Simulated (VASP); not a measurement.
# Ba3Ti3HO9 in VASP: further runs

Ba3Ti3HO9 is run at these levels: PBE; tasks: single point.

Program: VASP 6.6.1. These are calculated values, not measurements. Logs are shortened: lines on timing, memory, paths and dates and some standing lists are left out, and cuts for length are marked.

### 1 The cell of the first run

The cell holds a slab with vacuum, 16 atoms: a = 5.655 Å, b = 6.955 Å, c = 17.066 Å, α = 90.00°, β = 90.00°, γ = 90.00°.

### 2 Single point, PBE, collinear spin

Input file INCAR:

```
PREC = Accurate
ENCUT = 520
EDIFF = 1E-6
ISMEAR = -1
SIGMA = 0.05
LREAL = Auto
LASPH = True
NELM = 150
ALGO = Normal
ISIF = 2
LWAVE = False
LCHARG = True
ISPIN = 2
MAGMOM = 0 0 0 0 -0.24 0 0 0 0 0 0 0 0 0 0 0
LORBIT = 11
LMAXMIX = 4
GGA = PE
LELF = True
LVHAR = True
NBANDS = 78
```

Input file KPOINTS:

```
Automatic mesh
0
Gamma
  2 2 1
```

Input file POSCAR:

```
Ba3Ti3HO9
1.0
    5.6547330000      0.0000000000      0.0000000000
    0.0000000000      6.9551800000      0.0000000000
    0.0000000000      0.0000000000     17.0664240000
Ba Ti O H
3 3 9 1
Direct
    0.0000000000      0.0000000000      0.0585945831
   -0.0135461745      0.3224215621      0.2650936130
    0.4717464114      0.6354400605      0.1403340266
    0.4653446944      0.1258774036      0.1579416989
    0.0000000000      0.4845021984      0.0585945831
    0.9649792484      0.8061904940      0.2394526235
    0.7797008276     -0.0106107966      0.2015653660
    0.5000059242      0.0115597296      0.0602996855
    0.2454580968     -0.0152404395      0.1993797881
    0.1493085527      0.3010130579      0.1164391556
    0.6021504464      0.3594730834      0.2021571713
    0.7508046799      0.3896232736      0.0263558435
    0.2277914802      0.6389769927      0.2913732836
   -0.0130333298      0.6705362047      0.1344159737
    0.7660485473      0.6750795810      0.2859474252
    0.4091263018      0.6079497583      0.2924104077
```

Potentials or basis: VASP PAW PBE potentials, release 64 (Ba_sv, Ti_sv, O, H).

Run with:

```bash
$ cat potpaw_PBE.64/Ba_sv/POTCAR potpaw_PBE.64/Ti_sv/POTCAR potpaw_PBE.64/O/POTCAR potpaw_PBE.64/H/POTCAR > POTCAR
$ mpirun -np 1 vasp_std > vasp.out
```

OUTCAR:

```text
PREC = Accurate
   ENCUT = 520
   EDIFF = 1E-6
   ISMEAR = -1
   LREAL = Auto
   LASPH = True
   NELM = 150
   ISIF = 2
   ISPIN = 2
   LORBIT = 11
   GGA = PE

 ion  position               nearest neighbor table
   1  0.000  0.000  0.059-  10 2.46  14 2.63   7 2.74   9 2.78   8 2.83   8 2.83  12 3.10   4 3.25
                             5 3.37   6 3.37   4 3.58   5 3.59   3 3.94   3 4.16   2 4.18
   2  0.986  0.322  0.265-  11 2.44  13 2.63  10 2.70  15 2.77   7 2.81   9 2.99  14 3.29   6 3.40
                             4 3.54   6 3.62   5 3.70   4 3.73   3 4.10   1 4.18   3 4.21
   3  0.472  0.635  0.140-  11 2.31  16 2.63  14 2.75  13 2.92   9 2.93  14 2.93   8 2.96  10 2.98
                            15 3.00  12 3.03   5 3.19   7 3.19   4 3.42   5 3.46   6 3.47   6 3.53
   4  0.465  0.126  0.158-   9 1.73   8 1.86  11 1.95   7 2.15  10 2.28   1 3.25   3 3.42   2 3.54
                             3 3.56   1 3.58   2 3.73
   5  0.000  0.485  0.059-  12 1.65  10 1.82  14 1.83   3 3.19   1 3.37   3 3.46   1 3.59   2 3.70

   6  0.965  0.806  0.239-  15 1.65   7 1.77  14 2.03  13 2.08   9 2.13   1 3.37   2 3.40   3 3.47
                             3 3.53   2 3.62
   7  0.780  0.989  0.202-   6 1.77   4 2.15   1 2.74   2 2.81   3 3.19
   8  0.500  0.012  0.060-   4 1.86   1 2.83   1 2.83   3 2.96
   9  0.245  0.985  0.199-   4 1.73   6 2.13   1 2.78   3 2.93   2 2.99
  10  0.149  0.301  0.116-   5 1.82   4 2.28   1 2.46   2 2.70   3 2.98
  11  0.602  0.359  0.202-   4 1.95   3 2.31   2 2.44
  12  0.751  0.390  0.026-   5 1.65   3 3.03   1 3.10
  13  0.228  0.639  0.291-  16 1.05   6 2.08   2 2.63   3 2.92
  14  0.987  0.671  0.134-   5 1.83   6 2.03   1 2.63   3 2.75   3 2.93   2 3.29
  15  0.766  0.675  0.286-   6 1.65   2 2.77   3 3.00
  16  0.409  0.608  0.292-  13 1.05   3 2.63

  LATTYP: Found a simple orthorhombic cell.
 ALAT       =     5.6547330000
 B/A-ratio  =     1.2299749608
 C/A-ratio  =     3.0180777766

  Lattice vectors:

 A1 = (   5.6547330000,   0.0000000000,   0.0000000000)
 A2 = (   0.0000000000,   6.9551800000,   0.0000000000)
 A3 = (   0.0000000000,   0.0000000000,  17.0664240000)

Analysis of symmetry for initial positions (statically):
=====================================================================
 Subroutine PRICEL returns:
 Original cell was already a primitive cell.

 Routine SETGRP: Setting up the symmetry group for a
 simple orthorhombic supercell.

 Subroutine GETGRP returns: Found  1 space group operations
 (whereof  1 operations were pure point group operations)
 out of a pool of  8 trial point group operations.

The static configuration has the point symmetry C_1 .

Analysis of symmetry for dynamics (positions and initial velocities):
=====================================================================
 Subroutine PRICEL returns:
 Original cell was already a primitive cell.

 Routine SETGRP: Setting up the symmetry group for a
 simple orthorhombic supercell.

 Subroutine GETGRP returns: Found  1 space group operations
 (whereof  1 operations were pure point group operations)
 out of a pool of  8 trial point group operations.

The dynamic configuration has the point symmetry C_1 .

Analysis of structural, dynamic, and magnetic symmetry:
=====================================================================
 Subroutine PRICEL returns:
 Original cell was already a primitive cell.

 Routine SETGRP: Setting up the symmetry group for a
 simple orthorhombic supercell.

 Subroutine GETGRP returns: Found  1 space group operations
 (whereof  1 operations were pure point group operations)
 out of a pool of  8 trial point group operations.

The overall configuration has the point symmetry C_1 .

 Subroutine INISYM returns: Found  1 space group operations
 (whereof  1 operations are pure point group operations),
 and found     1 'primitive' translations

----------------------------------------------------------------------------------------

                                     Primitive cell

  volume of cell :     671.2171

  direct lattice vectors                    reciprocal lattice vectors
     5.654733000  0.000000000  0.000000000     0.176843009  0.000000000  0.000000000
     0.000000000  6.955180000  0.000000000     0.000000000  0.143777731  0.000000000
     0.000000000  0.000000000 17.066424000     0.000000000  0.000000000  0.058594583

  length of vectors
     5.654733000  6.955180000 17.066424000     0.176843009  0.143777731  0.058594583

  position of ions in fractional coordinates (direct lattice)
     0.000000000  0.000000000  0.058594583
     0.986453825  0.322421562  0.265093613
     0.471746411  0.635440061  0.140334027
     0.465344694  0.125877404  0.157941699
     0.000000000  0.484502198  0.058594583
     0.964979248  0.806190494  0.239452624
[... 8 lines left out ...]
     0.766048547  0.675079581  0.285947425
     0.409126302  0.607949758  0.292410408

  ion indices of the primitive-cell ions
   primitive index   ion index
                 1           1
                 2           2
                 3           3
                 4           4
                 5           5
                 6           6
[... 8 lines left out ...]
                15          15
                16          16

----------------------------------------------------------------------------------------

 KPOINTS: Automatic mesh

Automatic generation of k-mesh.
 Grid dimensions read from file:
 generate k-points for:    2    2    1

 Generating k-lattice:

  Cartesian coordinates                     Fractional coordinates (reciprocal lattice)
     0.088421505  0.000000000  0.000000000     0.500000000  0.000000000  0.000000000
     0.000000000  0.071888866  0.000000000     0.000000000  0.500000000  0.000000000
     0.000000000  0.000000000  0.058594583     0.000000000  0.000000000  1.000000000

  Length of vectors
     0.088421505  0.071888866  0.058594583

  Shift w.r.t. Gamma in fractional coordinates (k-lattice)
     0.000000000  0.000000000  0.000000000

 Subroutine IBZKPT returns following result:
 ===========================================

 Found      4 irreducible k-points:

 Following reciprocal coordinates:
            Coordinates               Weight
  0.000000  0.000000  0.000000      1.000000
  0.500000  0.000000  0.000000      1.000000
  0.000000  0.500000  0.000000      1.000000
  0.500000  0.500000  0.000000      1.000000
   k-points           NKPTS =      4   k-points in BZ     NKDIM =      4   number of bands    NBANDS=     78
   number of dos      NEDOS =    301   number of ions     NIONS =     16
   total plane-waves  NPLWV = 290304
   dimension x,y,z NGX =    42 NGY =   54 NGZ =  128
   dimension x,y,z NGXF=    84 NGYF=  108 NGZF=  256
   ions per type =               3   3   9   1
   NGX,Y,Z   is equivalent  to a cutoff of  12.35, 12.91, 12.47 a.u.
   NGXF,Y,Z  is equivalent  to a cutoff of  24.70, 25.81, 24.94 a.u.
 SYSTEM =  unknown system
   PREC   = accura    normal or accurate (medium, high low for compatibility)
   ISTART =      0    job   : 0-new  1-cont  2-samecut
   ICHARG =      2    charge: 1-file 2-atom 10-const
   ISPIN  =      2    spin polarized calculation?
   LNONCOLLINEAR =      F non collinear calculations
   LSORBIT =      F    spin-orbit coupling
   LASPH  =      T    aspherical Exc in radial PAW
   ENCUT  =  520.0 eV  38.22 Ry    6.18 a.u.  10.51 12.93 31.73*2*pi/ulx,y,z
   NELM   =    150;   NELMIN=  2; NELMDL= -5     # of ELM steps
   EDIFF  = 0.1E-05   stopping-criterion for ELM
   LREAL  =      T    real-space projection
   EDIFFG = 0.1E-04   stopping-criterion for IOM
   NSW    =      0    number of steps for IOM
   IBRION =     -1    ionic relax: 0-MD 1-quasi-New 2-CG
   NFREE  =      0    steps in history (QN), initial steepest desc. (CG)
   ISIF   =      2    stress and relaxation
   ISYM   =      2    0-nonsym 1-usesym 2-fastsym
   POTIM  = 0.5000    time-step for ionic-motion
   TEBEG  =    0.0;   TEEND  =   0.0 temperature during run
   PSTRESS=    0.0 pullay stress
   NELECT =     121.0000    total number of electrons
   NUPDOWN=      -1.0000    fix difference up-down
   EMIN   =  10.00;   EMAX   =-10.00  energy-range for DOS
   EFERMI =   0.00;   METHOD = LEGACY
   ISMEAR =    -1;   SIGMA  =   0.05  broadening in eV -4-tet -1-fermi 0-gaus
   EFERMI_NEDOS =   21; number of points for ismear=-14 and -15
   IALGO  =     38    algorithm
   IMIX   =      4    mixing-type and parameters
     AMIX     =   0.40;   BMIX     =  1.00
     AMIX_MAG =   1.60;   BMIX_MAG =  1.00
  volume/ion in A,a.u.               =      41.95       283.10
  Fermi-wavevector in a.u.,A,eV,Ry     =   0.924802  1.747623 11.636512  0.855259
  Thomas-Fermi vector in A             =   2.050588
   LORBIT       =     11    0 simple, 1 ext, 2 COOP (PROOUT), +10 PAW based schemes
   GGA     = PE    functional components
   LHFCALC =     F    Hartree Fock is set to
   AEXX    =    0.0000 exact exchange contribution
   IVDW    =     0    specifies the selected vdW correction
   LEPSILON=     F    determine dielectric tensor
   LRPA    =     F    only Hartree local field effects (RPA)
 spin polarized calculation
  energy-cutoff  :      520.00
  volume of cell :      671.22
 maximum number of plane-waves:     18118
   NGX = 21   NGY = 25   NGZ = 63

 number of electron     121.0000010 magnetization      -0.9999797

 Free energy of the ion-electron system (eV)
  ---------------------------------------------------
  ext. energy  EPLUGINS =         0.00000000
  ---------------------------------------------------
  free energy    TOTEN  =      -115.83759789 eV

  energy without entropy =     -115.83754356  energy(sigma->0) =     -115.83757073

 E-fermi :  -0.0633     XC(G=0):  -4.2479

 val. band max:       -0.5305426866   @ k =   0.5000   0.0000   0.0000
 cond. band min:       0.4224184963   @ k =   0.0000   0.0000   0.0000
 fundamental gap:      0.9529611829
 Fermi energy:        -0.0632976215

 spin component 1

 k-point     1 :       0.0000    0.0000    0.0000
  band No.  band energies     occupation
      1     -58.4960      1.00000
      2     -58.4193      1.00000
      3     -57.6766      1.00000
      4     -35.0102      1.00000
      5     -34.9043      1.00000
      6     -34.8857      1.00000
[... 289 lines left out ...]
     71       2.2132      0.00000
     72       2.4249      0.00000
 Fermi energy:        -0.0632976215

 spin component 2

 k-point     1 :       0.0000    0.0000    0.0000
  band No.  band energies     occupation
      1     -58.4975      1.00000
      2     -58.4229      1.00000
      3     -58.0366      1.00000
      4     -35.0111      1.00000
      5     -34.9080      1.00000
      6     -34.8885      1.00000
[... 289 lines left out ...]
     71       2.1557      0.00000
     72       2.3556      0.00000
 [bands above 72 left out]

------------------------ aborting loop because EDIFF is reached ----------------------------------------

  FORCE on cell =-STRESS in cart. coord.  units (eV):
  Direction    XX          YY          ZZ          XY          YZ          ZX
  --------------------------------------------------------------------------------------
  -------------------------------------------------------------------------------------
  Total        9.4558314     18.2786705      3.4779584      4.7788011     -4.8778656     -1.2444062
  in kB       22.5708178     43.6306997      8.3017940     11.4068709    -11.6433354     -2.9703644
  external PRESSURE =      24.8344372 kB  Pullay stress =       0.0000000 kB

 VOLUME and BASIS-vectors are now :
 -----------------------------------------------------------------------------
  energy-cutoff  :      520.00
  volume of cell :      671.22
      direct lattice vectors                 reciprocal lattice vectors
     5.654733000  0.000000000  0.000000000     0.176843009  0.000000000  0.000000000
     0.000000000  6.955180000  0.000000000     0.000000000  0.143777731  0.000000000
     0.000000000  0.000000000 17.066424000     0.000000000  0.000000000  0.058594583

 POSITION                                       TOTAL-FORCE (eV/Angst)
 -----------------------------------------------------------------------------------
      0.00000      0.00000      1.00000        -0.877661      0.028298     -1.502556
      5.57813      2.24250      4.52420        -0.131054      0.035932      0.363258
      2.66760      4.41960      2.39500         0.323598      1.227168     -0.641307
      2.63140      0.87550      2.69550         2.676082      1.016418     -1.845330
      0.00000      3.36980      1.00000         1.522451      0.029366      0.274515
      5.45670      5.60720      4.08660         2.627225     -0.755483     -1.037014
[... 8 lines left out ...]
      4.33180      4.69530      4.88010        -1.876958     -1.522291      1.412039
      2.31350      4.22840      4.99040        -2.139034      1.026573      0.371657
 -----------------------------------------------------------------------------------
    total drift:                               -0.004152      0.003761     -0.000376

  FREE ENERGIE OF THE ION-ELECTRON SYSTEM (eV)
  ---------------------------------------------------
  free  energy   TOTEN  =      -115.8375978897 eV

  energy  without entropy=     -115.8375435622  energy(sigma->0) =     -115.83757073

 total charge

# of ion       s       p       d       tot
------------------------------------------
    1        2.010   5.621   0.346   7.977
    2        2.007   5.610   0.341   7.958
    3        2.012   5.628   0.393   8.032
    4        2.226   6.263   1.931  10.420
    5        2.275   6.272   2.221  10.767
    6        2.241   6.320   2.071  10.631
[... 8 lines left out ...]
   15        1.592   3.439   0.000   5.031
   16        0.535   0.085   0.000   0.621
--------------------------------------------------
tot         27.477  66.938   7.303 101.718

 magnetization (x)

# of ion       s       p       d       tot
------------------------------------------
    1       -0.003  -0.005  -0.013  -0.021
    2       -0.000   0.000  -0.000  -0.000
    3       -0.002  -0.004  -0.014  -0.021
    4       -0.000  -0.000  -0.003  -0.004
    5       -0.043  -0.023  -0.342  -0.408
    6        0.000   0.000  -0.001  -0.001
[... 8 lines left out ...]
   15       -0.000  -0.000   0.000  -0.001
   16        0.000  -0.000   0.000  -0.000
--------------------------------------------------
tot         -0.052   0.004  -0.373  -0.420
```

Run time: 14 min. Hardware: 1 thread of Intel Xeon Platinum 8488C (Sapphire Rapids), shared host; peak memory 1 GiB.

Results:

| Item | Value |
| --- | --- |
| Free energy | -115.8376 eV |
| Largest force | 3.406 eV/Å |
| Band gap on the k mesh | 0.95 eV (least direct gap 0.98 eV) |
| Net moment | -1.00 μB per cell |
| Site moments | Ba -0.02, -0.00 (each value once); Ti -0.00, -0.41 (each value once); O -0.00, +0.00, +0.01, +0.02 (each value once); H -0.00 μB |
| Valence electrons inside the program's atomic spheres | Ba 7.98, 7.96, 8.03; Ti 10.42, 10.77, 10.63; O 5.05, 4.96, 5.07, 5.03, 5.00, 5.06 (each value once); H 0.62 |

Forces in eV/Å, atoms in the order of the input:
```
Ba  -0.878  0.028 -1.503
Ba  -0.131  0.036  0.363
Ba   0.324  1.227 -0.641
Ti   2.676  1.016 -1.845
Ti   1.522  0.029  0.275
Ti   2.627 -0.755 -1.037
O   -1.757  1.763 -0.759
O   -0.059  0.412  1.719
O   -0.670 -0.666  1.616
O    1.567  0.035  0.178
O   -0.975 -2.521  0.135
O   -1.698 -0.380 -0.780
O    2.181 -0.538 -0.353
O   -0.713  0.809  0.849
O   -1.877 -1.522  1.412
H   -2.139  1.027  0.372
```

Caveat: the k points lie up to 0.56 Å⁻¹ apart; spin-orbit coupling is left out, which moves the levels of the heavy elements.

### 3 Single point, PBE, collinear spin

Input file INCAR:

```
SYSTEM = Ba3Ti3HO9
PREC     = Accurate       ! precision mode
ENCUT    = 520            ! plane-wave cutoff, eV
EDIFF    = 1E-6           ! SCF threshold, eV
ISMEAR   = -1             ! smearing method
SIGMA    = 0.05           ! smearing width, eV
LREAL    = Auto         
LASPH    = .TRUE.         ! aspherical terms in the spheres
NELM     = 150            ! most SCF steps
ALGO     = Normal         ! electronic algorithm
ISIF     = 2              ! what is computed and relaxed
LWAVE    = .FALSE.        ! write WAVECAR
LCHARG   = .FALSE.        ! write CHGCAR
ISPIN    = 2              ! spin polarisation
MAGMOM   = 0 0 0 0 -0.24 0 0 0 0 0 0 0 0 0 0 0 ! initial moments
LORBIT   = 11             ! projections on sites
LMAXMIX  = 4              ! l up to which the mixer works
GGA      = PE             ! functional
NBANDS   = 78             ! bands
```

Input file KPOINTS:

```
regular mesh
0
G
  2 2 1
  0 0 0
```

Input file POSCAR:

```
Ba3Ti3HO9
1.0
    5.6547330000      0.0000000000      0.0000000000
    0.0000000000      6.9551800000      0.0000000000
    0.0000000000      0.0000000000     17.0664240000
Ba Ti O H
3 3 9 1
Direct
    0.0000000000      0.0000000000      0.0585945831
    0.0039082305      0.3301280484      0.2669217640
    0.4483854499      0.6306378843      0.1386699405
    0.4695535581      0.1432888868      0.1512853542
    0.0000000000      0.4845021984      0.0585945831
    0.9727426565      0.8103169149      0.2394467640
    0.7581436648      0.0112002853      0.2027313982
    0.5000059242      0.0115597296      0.0602996855
    0.2480400047     -0.0411635644      0.1971356155
    0.1271501236      0.2978211923      0.1312694446
    0.6110102811      0.3398474231      0.1928699299
    0.7507339427      0.3794438102      0.0208069365
    0.2377477416      0.6311842397      0.2933889372
   -0.0119369031      0.6881202212      0.1338710441
    0.7660485473      0.6614925854      0.2902013919
    0.3749071795      0.7068113262      0.3089457991
```

Potentials or basis: VASP PAW PBE potentials, release 64 (Ba_sv, Ti_sv, O, H).

Run with:

```bash
$ cat potpaw_PBE.64/Ba_sv/POTCAR potpaw_PBE.64/Ti_sv/POTCAR potpaw_PBE.64/O/POTCAR potpaw_PBE.64/H/POTCAR > POTCAR
$ mpirun -np 1 vasp_std > vasp.out
```

It took 23 min on 1 thread of Intel Xeon Platinum 8488C (Sapphire Rapids), shared host; peak memory 1 GiB.

It converged, with:

```yaml
Free_energy: -115.1929 eV
Largest_force: 3.756 eV/Å
Band_gap_on_the_k_mesh: 0.99 eV (least direct gap 1.00 eV)
Net_moment: -1.00 μB per cell
Site_moments: Ba -0.01, +0.00, -0.02; Ti -0.00, -0.49 (each value once); O -0.00, +0.00, +0.01, +0.03 (each value once); H -0.00 μB
Valence_electrons_inside_the_program's_atomic_spheres: Ba 7.99, 7.98, 8.01; Ti 10.48, 10.52, 10.31; O 4.99, 4.98, 5.03, 5.04, 5.07, 4.96, 5.11, 5.06 (each value once); H 0.74
```

Forces in eV/Å, atoms in the order of the input:
```
Ba  -0.939  0.513 -1.099
Ba  -1.080 -0.432  1.285
Ba   1.697  1.555  0.480
Ti  -0.330 -3.713  0.459
Ti  -0.861 -1.424  1.597
Ti  -1.960 -0.283 -0.410
O    0.873 -1.516  0.208
O    0.182  0.292  0.028
O    0.392  1.070  0.934
O    1.490  1.189 -2.350
O    0.037  1.498  0.470
O    0.700  0.858  0.038
O   -0.448  1.035 -0.375
O   -1.072 -1.136 -0.413
O    0.844  0.775 -0.744
H    0.476 -0.280 -0.108
```

Levels at points of the mesh, in eV from the valence-band top:
Spin up:
| k point | band 56 | band 57 | band 58 | band 59 | band 60 | band 61 | band 62 | band 63 | band 64 | band 65 |
| --- | --- | --- | --- | --- | --- | --- | --- | --- | --- | --- |
| (0.00, 0.00, 0.00) | -1.96 | -1.86 | -1.62 | -1.53 | -1.27 | 1.17 | 1.35 | 1.41 | 1.58 | 1.77 |
| (0.50, 0.00, 0.00) | -2.15 | -2.08 | -1.89 | -1.73 | -1.51 | 1.22 | 1.40 | 1.44 | 1.70 | 2.01 |
| (0.00, 0.50, 0.00) | -1.95 | -1.92 | -1.74 | -1.56 | -1.27 | 1.25 | 1.38 | 1.40 | 1.63 | 1.82 |
| (0.50, 0.50, 0.00) | -2.21 | -2.08 | -1.96 | -1.78 | -1.47 | 1.26 | 1.35 | 1.45 | 1.66 | 2.13 |
Spin down:
```
           k point  band 59  band 60  band 61  band 62  band 63  band 64
(0.00, 0.00, 0.00)    -1.53    -1.27    -0.04     1.04     1.16     1.51
(0.50, 0.00, 0.00)    -1.74    -1.51     0.00     1.00     1.21     1.66
(0.00, 0.50, 0.00)    -1.57    -1.28    -0.03     1.02     1.18     1.56
(0.50, 0.50, 0.00)    -1.78    -1.47    -0.02     0.99     1.20     1.59
```

Caveat: the k points lie up to 0.56 Å⁻¹ apart; spin-orbit coupling is left out, which moves the levels of the heavy elements.
